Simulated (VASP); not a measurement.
# TaN (P6_3mc) in VASP: a series of runs

TaN is run at these levels: PBEsol; tasks: single point.

Everything below comes from runs of VASP 6.6.1. Logs are shortened: lines on timing, memory, paths and dates and some standing lists are left out, and cuts for length are marked.

## (1) The cell of the first run

The structure is hexagonal, space group P6_3mc (No. 186). Conventional cell: a = 3.220 Å, b = 3.220 Å, c = 4.433 Å, α = 90.00°, β = 90.00°, γ = 120.00°. Within 2.3 Å of Ta (site symmetry 3m) lie 4 N at 1.71 to 1.93 Å. N (site symmetry 3m) has 4 Ta at 1.71 to 1.93 Å within 2.3 Å.

## (2) Single point, PBEsol

INCAR

```
SYSTEM = TaN
PREC = Accurate ; ENCUT = 520
EDIFF = 1E-7 ; ISMEAR = 0
SIGMA = 0.15 ; LREAL = .FALSE.
LASPH = .TRUE. ; NELM = 60
ALGO = Normal ; ISIF = 2
LWAVE = .FALSE. ; LCHARG = .TRUE.
GGA = PS ; LELF = .TRUE.
LVHAR = .TRUE. ; NBANDS = 24
```

KPOINTS

```
regular mesh
0
G
  18 18 12
  0 0 0
```

POSCAR

```
TaN
1.0
    3.2197860868      0.0000000000      0.0000000000
   -1.6098930434      2.7884165459      0.0000000000
    0.0000000000      0.0000000000      4.4327465391
Ta N
2 2
Direct
    0.3333333333      0.6666666667      0.0000000000
    0.6666666667      0.3333333333      0.5000000000
    0.3333333333      0.6666666667      0.3850000000
    0.6666666667      0.3333333333      0.8850000000
```

Potentials or basis: VASP PAW PBE potentials, release 64 (Ta_pv, N).

Run with:

```console
cat potpaw_PBE.64/Ta_pv/POTCAR potpaw_PBE.64/N/POTCAR > POTCAR
mpirun -np 1 vasp_std > vasp.out
```

OUTCAR:

```text
SYSTEM = TaN
   PREC = Accurate
   ENCUT = 520
   EDIFF = 1E-7
   ISMEAR = 0
   LREAL = .FALSE.
   LASPH = .TRUE.
   NELM = 60
   ISIF = 2
   GGA = PS

 ion  position               nearest neighbor table
   1  0.333  0.667  0.000-   3 1.71   4 1.93   4 1.93   4 1.93   2 2.89   2 2.89   2 2.89   2 2.89
                             2 2.89   2 2.89
   2  0.667  0.333  0.500-   4 1.71   3 1.93   3 1.93   3 1.93   1 2.89   1 2.89   1 2.89   1 2.89
                             1 2.89   1 2.89
   3  0.333  0.667  0.385-   1 1.71   2 1.93   2 1.93   2 1.93
   4  0.667  0.333  0.885-   2 1.71   1 1.93   1 1.93   1 1.93

  LATTYP: Found a hexagonal cell.
 ALAT       =     3.2197860868
 C/A-ratio  =     1.3767208192

  Lattice vectors:

 A1 = (   3.2197860868,   0.0000000000,   0.0000000000)
 A2 = (  -1.6098930434,   2.7884165459,   0.0000000000)
 A3 = (   0.0000000000,   0.0000000000,   4.4327465391)

Analysis of symmetry for initial positions (statically):
=====================================================================
 Subroutine PRICEL returns:
 Original cell was already a primitive cell.

 Routine SETGRP: Setting up the symmetry group for a
 hexagonal supercell.

 Subroutine GETGRP returns: Found 12 space group operations
 (whereof  6 operations were pure point group operations)
 out of a pool of 24 trial point group operations.

The static configuration has the point symmetry C_3v.
 The point group associated with its full space group is C_6v.

Analysis of symmetry for dynamics (positions and initial velocities):
=====================================================================
 Subroutine PRICEL returns:
 Original cell was already a primitive cell.

 Routine SETGRP: Setting up the symmetry group for a
 hexagonal supercell.

 Subroutine GETGRP returns: Found 12 space group operations
 (whereof  6 operations were pure point group operations)
 out of a pool of 24 trial point group operations.

The dynamic configuration has the point symmetry C_3v.
 The point group associated with its full space group is C_6v.

 Subroutine INISYM returns: Found 12 space group operations
 (whereof  6 operations are pure point group operations),
 and found     1 'primitive' translations

----------------------------------------------------------------------------------------

                                     Primitive cell

  volume of cell :      39.7977

  direct lattice vectors                    reciprocal lattice vectors
     3.219786087  0.000000000  0.000000000     0.310579639  0.179313238  0.000000000
    -1.609893043  2.788416546  0.000000000     0.000000000  0.358626476  0.000000000
     0.000000000  0.000000000  4.432746539     0.000000000  0.000000000  0.225593769

  length of vectors
     3.219786087  3.219786087  4.432746539     0.358626476  0.358626476  0.225593769

  position of ions in fractional coordinates (direct lattice)
     0.333333333  0.666666667  0.000000000
     0.666666667  0.333333333  0.500000000
     0.333333333  0.666666667  0.385000000
     0.666666667  0.333333333  0.885000000

  ion indices of the primitive-cell ions
   primitive index   ion index
                 1           1
                 2           2
                 3           3
                 4           4

----------------------------------------------------------------------------------------

 KPOINTS: regular mesh

Automatic generation of k-mesh.
 Grid dimensions read from file:
 generate k-points for:   18   18   12

 Generating k-lattice:

  Cartesian coordinates                     Fractional coordinates (reciprocal lattice)
     0.017254424  0.009961847  0.000000000     0.055555556 -0.000000000  0.000000000
     0.000000000  0.019923693  0.000000000     0.000000000  0.055555556  0.000000000
     0.000000000  0.000000000  0.018799481     0.000000000  0.000000000  0.083333333

  Length of vectors
     0.019923693  0.019923693  0.018799481

  Shift w.r.t. Gamma in fractional coordinates (k-lattice)
     0.000000000  0.000000000  0.000000000

 Subroutine IBZKPT returns following result:
 ===========================================

 Found    259 irreducible k-points:

 Following reciprocal coordinates:
            Coordinates               Weight
  0.000000  0.000000  0.000000      1.000000
  0.055556  0.000000  0.000000      6.000000
  0.111111  0.000000  0.000000      6.000000
  0.166667  0.000000  0.000000      6.000000
  0.222222  0.000000  0.000000      6.000000
  0.277778  0.000000  0.000000      6.000000
[... 16 lines left out ...]
  0.333333  0.111111  0.000000     12.000000
  0.388889  0.111111  0.000000     12.000000
 [... further k-points ...]
   k-points           NKPTS =    259   k-points in BZ     NKDIM =    259   number of bands    NBANDS=     24
   number of dos      NEDOS =    301   number of ions     NIONS =      4
   total plane-waves  NPLWV =  20736
   dimension x,y,z NGX =    24 NGY =   24 NGZ =   36
   dimension x,y,z NGXF=    48 NGYF=   48 NGZF=   72
   ions per type =               2   2
   NGX,Y,Z   is equivalent  to a cutoff of  12.39, 12.39, 13.50 a.u.
   NGXF,Y,Z  is equivalent  to a cutoff of  24.78, 24.78, 27.00 a.u.
 SYSTEM =  TaN
   PREC   = accura    normal or accurate (medium, high low for compatibility)
   ISTART =      0    job   : 0-new  1-cont  2-samecut
   ICHARG =      2    charge: 1-file 2-atom 10-const
   ISPIN  =      1    spin polarized calculation?
   LNONCOLLINEAR =      F non collinear calculations
   LSORBIT =      F    spin-orbit coupling
   LASPH  =      T    aspherical Exc in radial PAW
   ENCUT  =  520.0 eV  38.22 Ry    6.18 a.u.   5.99  5.99  8.24*2*pi/ulx,y,z
   NELM   =     60;   NELMIN=  2; NELMDL= -5     # of ELM steps
   EDIFF  = 0.1E-06   stopping-criterion for ELM
   LREAL  =      F    real-space projection
   EDIFFG = 0.1E-05   stopping-criterion for IOM
   NSW    =      0    number of steps for IOM
   IBRION =     -1    ionic relax: 0-MD 1-quasi-New 2-CG
   NFREE  =      0    steps in history (QN), initial steepest desc. (CG)
   ISIF   =      2    stress and relaxation
   ISYM   =      2    0-nonsym 1-usesym 2-fastsym
   POTIM  = 0.5000    time-step for ionic-motion
   TEBEG  =    0.0;   TEEND  =   0.0 temperature during run
   PSTRESS=    0.0 pullay stress
   NELECT =      32.0000    total number of electrons
   NUPDOWN=      -1.0000    fix difference up-down
   EMIN   =  10.00;   EMAX   =-10.00  energy-range for DOS
   EFERMI =   0.00;   METHOD = LEGACY
   ISMEAR =     0;   SIGMA  =   0.15  broadening in eV -4-tet -1-fermi 0-gaus
   EFERMI_NEDOS =   21; number of points for ismear=-14 and -15
   IALGO  =     38    algorithm
   IMIX   =      4    mixing-type and parameters
     AMIX     =   0.40;   BMIX     =  1.00
     AMIX_MAG =   1.60;   BMIX_MAG =  1.00
  volume/ion in A,a.u.               =       9.95        67.14
  Fermi-wavevector in a.u.,A,eV,Ry     =   1.522319  2.876766 31.530886  2.317455
  Thomas-Fermi vector in A             =   2.630914
   LORBIT       =      0    0 simple, 1 ext, 2 COOP (PROOUT), +10 PAW based schemes
   GGA     = PS    functional components
   LHFCALC =     F    Hartree Fock is set to
   AEXX    =    0.0000 exact exchange contribution
   IVDW    =     0    specifies the selected vdW correction
   LEPSILON=     F    determine dielectric tensor
   LRPA    =     F    only Hartree local field effects (RPA)
 non-spin polarized calculation
 Gauss-broadening in eV      SIGMA  =   0.15
  energy-cutoff  :      520.00
  volume of cell :       39.80
 maximum number of plane-waves:      1092
 NGX is ok and might be reduce to    24

 number of electron      32.0000009 magnetization

 Free energy of the ion-electron system (eV)
  ---------------------------------------------------
  ext. energy  EPLUGINS =         0.00000000
  ---------------------------------------------------
  free energy    TOTEN  =       -40.11201276 eV

  energy without entropy =      -40.09406632  energy(sigma->0) =      -40.10303954

 E-fermi :   9.5794     XC(G=0): -13.6778

 val. band max:        9.5639954435   @ k =   0.3333   0.1111   0.0833
 cond. band min:       9.5865972403   @ k =   0.2778   0.0556   0.5000
 fundamental gap:      0.0226017968
 Fermi energy:         9.5793797712

 k-point     1 :       0.0000    0.0000    0.0000
  band No.  band energies     occupation
      1     -27.0985      2.00000
      2     -25.5187      2.00000
      3     -25.5187      2.00000
      4     -25.3798      2.00000
      5     -25.1196      2.00000
      6     -25.1196      2.00000
[... 16 lines left out ...]
     23      16.7093      0.00000
     24      16.7093      0.00000

 k-point     2 :       0.0556    0.0000    0.0000
  band No.  band energies     occupation
      1     -27.0868      2.00000
      2     -25.5371      2.00000
      3     -25.5266      2.00000
      4     -25.3922      2.00000
      5     -25.1418      2.00000
      6     -25.1206      2.00000
[... 16 lines left out ...]
     23      16.6416      0.00000
     24      16.7284      0.00000

 k-point     3 :       0.1111    0.0000    0.0000
  band No.  band energies     occupation
      1     -27.0524      2.00000
      2     -25.5899      2.00000
      3     -25.5491      2.00000
      4     -25.4302      2.00000
      5     -25.2031      2.00000
      6     -25.1239      2.00000
[... 16 lines left out ...]
     23      16.4405      0.00000
     24      16.9524      0.00000
[... 514 lines left out ...]
 k-point    23 :       0.3333    0.1111    0.0000
  band No.  band energies     occupation
      1     -26.6258      2.00000
      2     -26.0306      2.00000
      3     -25.9358      2.00000
      4     -25.7795      2.00000
      5     -25.6244      2.00000
      6     -25.2053      2.00000
[... 16 lines left out ...]
     23      16.2303      0.00000
     24      17.0504      0.00000

 k-point    24 :       0.3889    0.1111    0.0000
  band No.  band energies     occupation
      1     -26.5548      2.00000
      2     -26.0713      2.00000
      3     -26.0139      2.00000
      4     -25.7870      2.00000
      5     -25.6820      2.00000
      6     -25.2135      2.00000
[... 16 lines left out ...]
     23      15.9737      0.00000
     24      17.5105      0.00000

 [... further k-points ...]

------------------------ aborting loop because EDIFF is reached ----------------------------------------

  FORCE on cell =-STRESS in cart. coord.  units (eV):
  Direction    XX          YY          ZZ          XY          YZ          ZX
  --------------------------------------------------------------------------------------
  -------------------------------------------------------------------------------------
  Total       25.6013171     25.6013171     48.3755997      0.0000000     -0.0000000      0.0000000
  in kB     1030.6597643   1030.6597643   1947.5085561      0.0000000     -0.0000000      0.0000000
  external PRESSURE =    1336.2760282 kB  Pullay stress =       0.0000000 kB

 VOLUME and BASIS-vectors are now :
 -----------------------------------------------------------------------------
  energy-cutoff  :      520.00
  volume of cell :       39.80
      direct lattice vectors                 reciprocal lattice vectors
     3.219786087  0.000000000  0.000000000     0.310579639  0.179313238  0.000000000
    -1.609893043  2.788416546  0.000000000     0.000000000  0.358626476  0.000000000
     0.000000000  0.000000000  4.432746539     0.000000000  0.000000000  0.225593769

 POSITION                                       TOTAL-FORCE (eV/Angst)
 -----------------------------------------------------------------------------------
     -0.00000      1.85894      0.00000         0.000000     -0.000000     -8.210503
      1.60989      0.92947      2.21637        -0.000000      0.000000     -8.210503
     -0.00000      1.85894      1.70661        -0.000000      0.000000      8.210503
      1.60989      0.92947      3.92298         0.000000      0.000000      8.210503
 -----------------------------------------------------------------------------------
    total drift:                                0.000000      0.000000     -0.000375

  FREE ENERGIE OF THE ION-ELECTRON SYSTEM (eV)
  ---------------------------------------------------
  free  energy   TOTEN  =       -40.1120127635 eV

  energy  without entropy=      -40.0940663248  energy(sigma->0) =      -40.10303954
```

Wall time 3.2 min (1 thread of AMD EPYC 7R43 (Zen 3), shared host); peak memory 0.28 GiB.

What came out:

```
Free energy            : -40.1120 eV
Pressure               : 133.6 GPa
Largest force          : 8.211 eV/Å
Band gap on the k mesh : zero (bands 16 and 17 overlap by 2.80 eV)
```

Forces on the atoms (eV/Å):
```
Ta   0.000  0.000 -8.211
Ta   0.000  0.000 -8.211
N    0.000  0.000  8.211
N    0.000  0.000  8.211
```

Stress tensor (GPa, compression positive):
```
103.07   0.00   0.00
  0.00 103.07   0.00
  0.00   0.00 194.75
```

Levels at points of the mesh, in eV from the Fermi level:
```tsv
k point	band 13	band 14	band 15	band 16	band 17	band 18	band 19	band 20
(0.00, 0.00, 0.00)	-7.45	-5.93	-1.90	-1.90	-0.25	1.58	2.31	2.31
(0.50, 0.00, 0.00)	-5.68	-5.33	-2.57	-0.86	-0.08	0.40	2.29	2.66
(0.00, 0.00, 0.50)	-8.62	-8.62	1.40	1.40	1.40	1.40	1.48	1.48
(0.50, 0.00, 0.50)	-6.94	-6.94	-0.23	-0.23	1.90	1.90	2.61	2.61
```

Caveat: the cell stands under pressure; the PAW data sets were made with another functional, which shifts forces and pressure a little; spin-orbit coupling is left out, which moves the levels of the heavy elements.

## (3) Single point, PBEsol

This run uses another cell than the first one, of the same volume but with other edges.

INCAR

```
PREC = Accurate ; ENCUT = 520
EDIFF = 1E-6 ; ISMEAR = 0
SIGMA = 0.15 ; LREAL = False
LASPH = True ; NELM = 80
ALGO = Normal ; ISIF = 2
LWAVE = False ; LCHARG = False
GGA = PS ; NBANDS = 24
```

KPOINTS

```
regular mesh
0
Gamma
  18 18 12
```

POSCAR

```
TaN
1.0
    2.8701609143      0.0000000000      0.0000000000
   -1.4350804572      2.4856322647      0.0000000000
    0.0000000000      0.0000000000      5.5784615792
Ta N
2 2
Direct
    0.3333333333      0.6666666667      0.0000000000
    0.6666666667      0.3333333333      0.5000000000
    0.3333333333      0.6666666667      0.3850000000
    0.6666666667      0.3333333333      0.8850000000
```

Potentials or basis: VASP PAW PBE potentials, release 64 (Ta_pv, N).

Run with:

```console
cat potpaw_PBE.64/Ta_pv/POTCAR potpaw_PBE.64/N/POTCAR > POTCAR
mpirun -np 1 vasp_std > vasp.out
```

OUTCAR:

```text
PREC = Accurate
   ENCUT = 520
   EDIFF = 1E-6
   ISMEAR = 0
   LREAL = False
   LASPH = True
   NELM = 80
   ISIF = 2
   GGA = PS

 ion  position               nearest neighbor table
   1  0.333  0.667  0.000-   4 1.78   4 1.78   4 1.78   3 2.15   2 3.24   2 3.24   2 3.24   2 3.24
                             2 3.24   2 3.24
   2  0.667  0.333  0.500-   3 1.78   3 1.78   3 1.78   4 2.15   1 3.24   1 3.24   1 3.24   1 3.24
                             1 3.24   1 3.24
   3  0.333  0.667  0.385-   2 1.78   2 1.78   2 1.78   1 2.15
[... 854 lines left out ...]
  --------------------------------------------------------------------------------------
  -------------------------------------------------------------------------------------
  Total       48.5365772     48.5365772     17.9367380     -0.0000000     -0.0000000      0.0000000
  in kB     1953.9891999   1953.9891998    722.0985562     -0.0000000     -0.0000000      0.0000000
  external PRESSURE =    1543.3589853 kB  Pullay stress =       0.0000000 kB

 VOLUME and BASIS-vectors are now :
 -----------------------------------------------------------------------------
  energy-cutoff  :      520.00
  volume of cell :       39.80
      direct lattice vectors                 reciprocal lattice vectors
     2.870160914  0.000000000  0.000000000     0.348412521  0.201156063  0.000000000
    -1.435080457  2.485632265  0.000000000     0.000000000  0.402312126  0.000000000
     0.000000000  0.000000000  5.578461579     0.000000000  0.000000000  0.179260892

 POSITION                                       TOTAL-FORCE (eV/Angst)
 -----------------------------------------------------------------------------------
     -0.00000      1.65709      0.00000         0.000000     -0.000000      9.670561
      1.43508      0.82854      2.78923        -0.000000      0.000000      9.670561
     -0.00000      1.65709      2.14771         0.000000     -0.000000     -9.670561
      1.43508      0.82854      4.93694        -0.000000     -0.000000     -9.670561
 -----------------------------------------------------------------------------------
    total drift:                               -0.000000     -0.000000     -0.000693

  FREE ENERGIE OF THE ION-ELECTRON SYSTEM (eV)
  ---------------------------------------------------
  free  energy   TOTEN  =       -38.5909293793 eV

  energy  without entropy=      -38.5779834721  energy(sigma->0) =      -38.58445643
```

stdout:

```text
POSCAR found type information on POSCAR TaN
 POSCAR found :  2 types and       4 ions
 scaLAPACK will be used
 -----------------------------------------------------------------------------
|                                                                             |
|                                                                             |
|     You enforced a specific xc type in the INCAR file but a different       |
|     I HOPE YOU KNOW WHAT YOU ARE DOING!                                     |
|                                                                             |
 -----------------------------------------------------------------------------

 LDA part: xc-table for (Slater+PW92), standard interpolation
 POSCAR, INCAR and KPOINTS ok, starting setup
 FFT: planning ... GRIDC
 FFT: planning ... GRID_SOFT
 FFT: planning ... GRID
 WAVECAR not read
 entering main loop
```

It took 3 min on 1 thread of AMD EPYC 7R43 (Zen 3), shared host; peak memory 0.29 GiB.

What came out:

| Quantity | Value |
| --- | --- |
| Free energy | -38.5909 eV |
| Pressure | 154.3 GPa |
| Largest force | 9.671 eV/Å |
| Band gap on the k mesh | zero (bands 16 and 17 overlap by 3.08 eV) |

Forces on the atoms (eV/Å):
```
Ta   0.000  0.000  9.671
Ta   0.000  0.000  9.671
N    0.000  0.000 -9.671
N    0.000  0.000 -9.671
```

Caveat: the cell stands under pressure; the PAW data sets were made with another functional, which shifts forces and pressure a little; spin-orbit coupling is left out, which moves the levels of the heavy elements.
